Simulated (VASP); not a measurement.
# Al in VASP: notebook

Al is run at these levels: PBE; tasks: single point, relaxation of cell and atoms.

All numbers are computed with VASP 6.6.1; they aren't measurements. Logs are shortened: lines on timing, memory, paths and dates and some standing lists are left out, and cuts for length are marked.

## 1. The cell of the first run

Symmetry: Fm-3m, No. 225, cubic system. The conventional cell has a = 4.044 Å, b = 4.044 Å, c = 4.044 Å, α = 90.00°, β = 90.00°, γ = 90.00°. Within 3.8 Å of Al (site symmetry m-3m) lie 12 Al at 2.86 Å.

## 2. Single point, PBE

Contents of INCAR:

```
SYSTEM = Al
  PREC = Accurate
  ENCUT = 500
  EDIFF = 1E-6
  ISMEAR = 0
  SIGMA = 0.1
  LREAL = .False.
  LASPH = .True.
  NELM = 120
  ALGO = Normal
  ISIF = 2
  LWAVE = .False.
  LCHARG = .False.
  GGA = PE
  NBANDS = 8
  GGA_COMPAT = .False.
```

Contents of KPOINTS:

```
Automatic mesh
0
Gamma
  8 8 8
  0 0 0
```

Contents of POSCAR:

```
Al
1.0
    0.0000000000      2.0219850790      2.0219850790
    2.0219850790      0.0000000000      2.0219850790
    2.0219850790      2.0219850790      0.0000000000
Al
1
Direct
    0.0000000000      0.0000000000      0.0000000000
```

Potentials or basis: VASP PAW PBE potentials, release 64 (Al).

Started as:

```bash
> cat potpaw_PBE.64/Al/POTCAR > POTCAR
> mpirun -np 1 vasp_std > vasp.out
```

OUTCAR:

```text
SYSTEM = Al
   PREC = Accurate
   ENCUT = 500
   EDIFF = 1E-6
   ISMEAR = 0
   LREAL = .False.
   LASPH = .True.
   NELM = 120
   ISIF = 2
   GGA = PE

 ion  position               nearest neighbor table
   1  0.000  0.000  0.000-

  LATTYP: Found a face centered cubic cell.
 ALAT       =     4.0439701580

  Lattice vectors:

 A1 = (   0.0000000000,   2.0219850790,   2.0219850790)
 A2 = (   2.0219850790,   0.0000000000,   2.0219850790)
 A3 = (   2.0219850790,   2.0219850790,   0.0000000000)

Analysis of symmetry for initial positions (statically):
=====================================================================
 Subroutine PRICEL returns:
 Original cell was already a primitive cell.

 Routine SETGRP: Setting up the symmetry group for a
 face centered cubic supercell.

 Subroutine GETGRP returns: Found 48 space group operations
 (whereof 48 operations were pure point group operations)
 out of a pool of 48 trial point group operations.

The static configuration has the point symmetry O_h .

Analysis of symmetry for dynamics (positions and initial velocities):
=====================================================================
 Subroutine PRICEL returns:
 Original cell was already a primitive cell.

 Routine SETGRP: Setting up the symmetry group for a
 face centered cubic supercell.

 Subroutine GETGRP returns: Found 48 space group operations
 (whereof 48 operations were pure point group operations)
 out of a pool of 48 trial point group operations.

The dynamic configuration has the point symmetry O_h .

 Subroutine INISYM returns: Found 48 space group operations
 (whereof 48 operations are pure point group operations),
 and found     1 'primitive' translations

----------------------------------------------------------------------------------------

                                     Primitive cell

  volume of cell :      16.5335

  direct lattice vectors                    reciprocal lattice vectors
     0.000000000  2.021985079  2.021985079    -0.247281746  0.247281746  0.247281746
     2.021985079  0.000000000  2.021985079     0.247281746 -0.247281746  0.247281746
     2.021985079  2.021985079  0.000000000     0.247281746  0.247281746 -0.247281746

  length of vectors
     2.859518722  2.859518722  2.859518722     0.428304547  0.428304547  0.428304547

  position of ions in fractional coordinates (direct lattice)
     0.000000000  0.000000000  0.000000000

  ion indices of the primitive-cell ions
   primitive index   ion index
                 1           1

----------------------------------------------------------------------------------------

 KPOINTS: Automatic mesh

Automatic generation of k-mesh.
 Grid dimensions read from file:
 generate k-points for:    8    8    8

 Generating k-lattice:

  Cartesian coordinates                     Fractional coordinates (reciprocal lattice)
    -0.030910218  0.030910218  0.030910218     0.125000000  0.000000000  0.000000000
     0.030910218 -0.030910218  0.030910218     0.000000000  0.125000000  0.000000000
     0.030910218  0.030910218 -0.030910218     0.000000000  0.000000000  0.125000000

  Length of vectors
     0.053538068  0.053538068  0.053538068

  Shift w.r.t. Gamma in fractional coordinates (k-lattice)
     0.000000000  0.000000000  0.000000000

 Subroutine IBZKPT returns following result:
 ===========================================

 Found     29 irreducible k-points:

 Following reciprocal coordinates:
            Coordinates               Weight
  0.000000  0.000000  0.000000      1.000000
  0.125000  0.000000  0.000000      8.000000
  0.250000  0.000000  0.000000      8.000000
  0.375000  0.000000  0.000000      8.000000
  0.500000  0.000000  0.000000      4.000000
  0.125000  0.125000  0.000000      6.000000
[... 16 lines left out ...]
  0.500000  0.250000  0.125000     48.000000
 -0.375000  0.250000  0.125000     24.000000
 [... further k-points ...]
   k-points           NKPTS =     29   k-points in BZ     NKDIM =     29   number of bands    NBANDS=      8
   number of dos      NEDOS =    301   number of ions     NIONS =      1
   total plane-waves  NPLWV =  13824
   dimension x,y,z NGX =    24 NGY =   24 NGZ =   24
   dimension x,y,z NGXF=    48 NGYF=   48 NGZF=   48
   ions per type =               1
   NGX,Y,Z   is equivalent  to a cutoff of  13.95, 13.95, 13.95 a.u.
   NGXF,Y,Z  is equivalent  to a cutoff of  27.91, 27.91, 27.91 a.u.
 SYSTEM =  Al
   PREC   = accura    normal or accurate (medium, high low for compatibility)
   ISTART =      0    job   : 0-new  1-cont  2-samecut
   ICHARG =      2    charge: 1-file 2-atom 10-const
   ISPIN  =      1    spin polarized calculation?
   LNONCOLLINEAR =      F non collinear calculations
   LSORBIT =      F    spin-orbit coupling
   LASPH  =      T    aspherical Exc in radial PAW
   ENCUT  =  500.0 eV  36.75 Ry    6.06 a.u.   5.21  5.21  5.21*2*pi/ulx,y,z
   NELM   =    120;   NELMIN=  2; NELMDL= -5     # of ELM steps
   EDIFF  = 0.1E-05   stopping-criterion for ELM
   LREAL  =      F    real-space projection
   EDIFFG = 0.1E-04   stopping-criterion for IOM
   NSW    =      0    number of steps for IOM
   IBRION =     -1    ionic relax: 0-MD 1-quasi-New 2-CG
   NFREE  =      0    steps in history (QN), initial steepest desc. (CG)
   ISIF   =      2    stress and relaxation
   ISYM   =      2    0-nonsym 1-usesym 2-fastsym
   POTIM  = 0.5000    time-step for ionic-motion
   TEBEG  =    0.0;   TEEND  =   0.0 temperature during run
   PSTRESS=    0.0 pullay stress
   NELECT =       3.0000    total number of electrons
   NUPDOWN=      -1.0000    fix difference up-down
   EMIN   =  10.00;   EMAX   =-10.00  energy-range for DOS
   EFERMI =   0.00;   METHOD = LEGACY
   ISMEAR =     0;   SIGMA  =   0.10  broadening in eV -4-tet -1-fermi 0-gaus
   EFERMI_NEDOS =   21; number of points for ismear=-14 and -15
   IALGO  =     38    algorithm
   IMIX   =      4    mixing-type and parameters
     AMIX     =   0.40;   BMIX     =  1.00
     AMIX_MAG =   1.60;   BMIX_MAG =  1.00
  volume/ion in A,a.u.               =      16.53       111.57
  Fermi-wavevector in a.u.,A,eV,Ry     =   0.926817  1.751430 11.687264  0.858990
  Thomas-Fermi vector in A             =   2.052820
   LORBIT       =      0    0 simple, 1 ext, 2 COOP (PROOUT), +10 PAW based schemes
   GGA     = PE    functional components
   LHFCALC =     F    Hartree Fock is set to
   AEXX    =    0.0000 exact exchange contribution
   IVDW    =     0    specifies the selected vdW correction
   LEPSILON=     F    determine dielectric tensor
   LRPA    =     F    only Hartree local field effects (RPA)
 non-spin polarized calculation
 Gauss-broadening in eV      SIGMA  =   0.10
  energy-cutoff  :      500.00
  volume of cell :       16.53
 maximum number of plane-waves:       444
 NGX is ok and might be reduce to    24
   NGX = 11   NGY = 11   NGZ = 11

 number of electron       3.0000000 magnetization

 Free energy of the ion-electron system (eV)
  ---------------------------------------------------
  ext. energy  EPLUGINS =         0.00000000
  ---------------------------------------------------
  free energy    TOTEN  =        -3.74156078 eV

  energy without entropy =       -3.73844046  energy(sigma->0) =       -3.74000062

 E-fermi :   8.0389     XC(G=0): -10.1881

 val. band max:        7.6572678049   @ k =  -0.2500   0.3750   0.1250
 cond. band min:       8.1156289403   @ k =   0.5000   0.2500   0.1250
 fundamental gap:      0.4583611354
 Fermi energy:         8.0389146753

 k-point     1 :       0.0000    0.0000    0.0000
  band No.  band energies     occupation
      1      -3.1402      2.00000
      2      20.5887      0.00000
      3      20.5887      0.00000
      4      20.5887      0.00000
      5      22.0656      0.00000
      6      22.0656      0.00000
      7      22.0656      0.00000
      8      24.4329      0.00000

 k-point     2 :       0.1250    0.0000    0.0000
  band No.  band energies     occupation
      1      -2.7164      2.00000
      2      16.2865      0.00000
      3      19.6408      0.00000
      4      19.6408      0.00000
      5      22.6773      0.00000
      6      23.6105      0.00000
      7      23.6105      0.00000
      8      25.6264      0.00000

 k-point     3 :       0.2500    0.0000    0.0000
  band No.  band energies     occupation
      1      -1.4528      2.00000
      2      11.4157      0.00000
      3      18.8739      0.00000
      4      18.8739      0.00000
      5      22.3170      0.00000
      6      22.7189      0.00000
      7      22.7189      0.00000
      8      26.7178      0.00000

 k-point     4 :       0.3750    0.0000    0.0000
  band No.  band energies     occupation
      1       0.6290      2.00000
      2       7.1147      2.00000
      3      18.7824      0.00000
      4      18.7824      0.00000
      5      20.7295      0.00000
      6      20.7295      0.00000
      7      22.3887      0.00000
      8      24.6560      0.00000

 k-point     5 :       0.5000    0.0000    0.0000
  band No.  band energies     occupation
      1       3.3949      2.00000
      2       3.6039      2.00000
      3      19.3697      0.00000
      4      19.3697      0.00000
      5      19.4312      0.00000
      6      19.4312      0.00000
      7      23.0928      0.00000
      8      23.2367      0.00000

 k-point     6 :       0.1250    0.1250    0.0000
  band No.  band energies     occupation
      1      -2.5755      2.00000
      2      17.8805      0.00000
      3      17.8805      0.00000
      4      18.1275      0.00000
      5      20.9124      0.00000
      6      22.6014      0.00000
      7      25.5776      0.00000
      8      25.5776      0.00000

 k-point     7 :       0.2500    0.1250    0.0000
  band No.  band energies     occupation
      1      -1.5926      2.00000
      2      13.2759      0.00000
      3      16.8154      0.00000
      4      18.3314      0.00000
      5      19.5724      0.00000
      6      22.1083      0.00000
      7      26.0122      0.00000
      8      26.1681      0.00000

 k-point     8 :       0.3750    0.1250    0.0000
  band No.  band energies     occupation
      1       0.2147      2.00000
      2       8.8131      0.00000
      3      16.4672      0.00000
      4      17.1898      0.00000
      5      18.1747      0.00000
      6      24.2052      0.00000
      7      25.0122      0.00000
      8      26.2507      0.00000

 k-point     9 :       0.5000    0.1250    0.0000
  band No.  band energies     occupation
      1       2.8134      2.00000
      2       4.9846      2.00000
      3      15.5644      0.00000
      4      16.8400      0.00000
      5      18.6116      0.00000
      6      22.6888      0.00000
      7      25.4710      0.00000
      8      26.6459      0.00000

 k-point    10 :      -0.3750    0.1250    0.0000
  band No.  band energies     occupation
      1       1.8631      2.00000
      2       6.1785      2.00000
      3      14.6835      0.00000
      4      17.9350      0.00000
      5      19.7956      0.00000
      6      21.8439      0.00000
      7      24.6576      0.00000
      8      27.5988      0.00000
[... 78 lines left out ...]
 k-point    18 :       0.3750    0.3750    0.0000
  band No.  band energies     occupation
      1       1.8563      2.00000
      2      10.5638      0.00000
      3      13.7959      0.00000
      4      14.0460      0.00000
      5      14.0460      0.00000
      6      17.5409      0.00000
      7      31.7202      0.00000
      8      33.2628      0.00000

 k-point    19 :       0.5000    0.3750    0.0000
  band No.  band energies     occupation
      1       3.8569      2.00000
      2       8.3522      0.00001
      3      10.1893      0.00000
      4      13.9278      0.00000
      5      15.2915      0.00000
      6      19.4473      0.00000
      7      30.9763      0.00000
      8      33.0509      0.00000

 k-point    20 :      -0.3750    0.3750    0.0000
  band No.  band energies     occupation
      1       6.0985      2.00000
      2       6.6230      2.00000
      3       7.5794      2.00000
      4      14.5346      0.00000
      5      16.1754      0.00000
      6      23.6451      0.00000
      7      29.7524      0.00000
      8      30.1322      0.00000

 k-point    21 :       0.5000    0.5000    0.0000
  band No.  band energies     occupation
      1       5.0619      2.00000
      2       6.3794      2.00000
      3      13.2385      0.00000
      4      13.5655      0.00000
      5      13.5655      0.00000
      6      17.0296      0.00000
      7      33.3564      0.00000
      8      34.8656      0.00000

 k-point    22 :       0.3750    0.2500    0.1250
  band No.  band energies     occupation
      1      -0.3390      2.00000
      2      11.8256      0.00000
      3      13.2309      0.00000
      4      16.7509      0.00000
      5      20.1086      0.00000
      6      21.8876      0.00000
      7      24.9097      0.00000
      8      28.2475      0.00000

 k-point    23 :       0.5000    0.2500    0.1250
  band No.  band energies     occupation
      1       1.7252      2.00000
      2       8.1156      0.27796
      3      12.5531      0.00000
      4      14.6147      0.00000
      5      20.7366      0.00000
      6      22.8268      0.00000
      7      24.9615      0.00000
      8      28.9278      0.00000

 k-point    24 :      -0.3750    0.2500    0.1250
  band No.  band energies     occupation
      1       4.4401      2.00000
      2       4.6955      2.00000
      3      12.9468      0.00000
      4      13.4229      0.00000
      5      21.2640      0.00000
      6      21.6930      0.00000
      7      28.2657      0.00000
      8      28.5683      0.00000

 [... further k-points ...]
[... 5 lines left out ...]
  --------------------------------------------------------------------------------------
  -------------------------------------------------------------------------------------
  Total       -0.0130113     -0.0130113     -0.0130113     -0.0000000      0.0000000      0.0000000
  in kB       -1.2608578     -1.2608578     -1.2608578     -0.0000000      0.0000000      0.0000000
  external PRESSURE =      -1.2608578 kB  Pullay stress =       0.0000000 kB

 VOLUME and BASIS-vectors are now :
 -----------------------------------------------------------------------------
  energy-cutoff  :      500.00
  volume of cell :       16.53
      direct lattice vectors                 reciprocal lattice vectors
     0.000000000  2.021985079  2.021985079    -0.247281746  0.247281746  0.247281746
     2.021985079  0.000000000  2.021985079     0.247281746 -0.247281746  0.247281746
     2.021985079  2.021985079  0.000000000     0.247281746  0.247281746 -0.247281746

 POSITION                                       TOTAL-FORCE (eV/Angst)
 -----------------------------------------------------------------------------------
      0.00000      0.00000      0.00000         0.000000     -0.000000     -0.000000
 -----------------------------------------------------------------------------------
    total drift:                               -0.000000     -0.000000      0.000000

  FREE ENERGIE OF THE ION-ELECTRON SYSTEM (eV)
  ---------------------------------------------------
  free  energy   TOTEN  =        -3.7415607820 eV

  energy  without entropy=       -3.7384404636  energy(sigma->0) =       -3.74000062
```

Run time: 1.7 s. Hardware: 1 thread of Intel Xeon 6975P-C (Granite Rapids), shared host; peak memory 0.12 GiB.

What came out:

```
Free energy : -3.7416 eV
Pressure    : -0.1 GPa
```

(Part 1 of 2 ends here.)
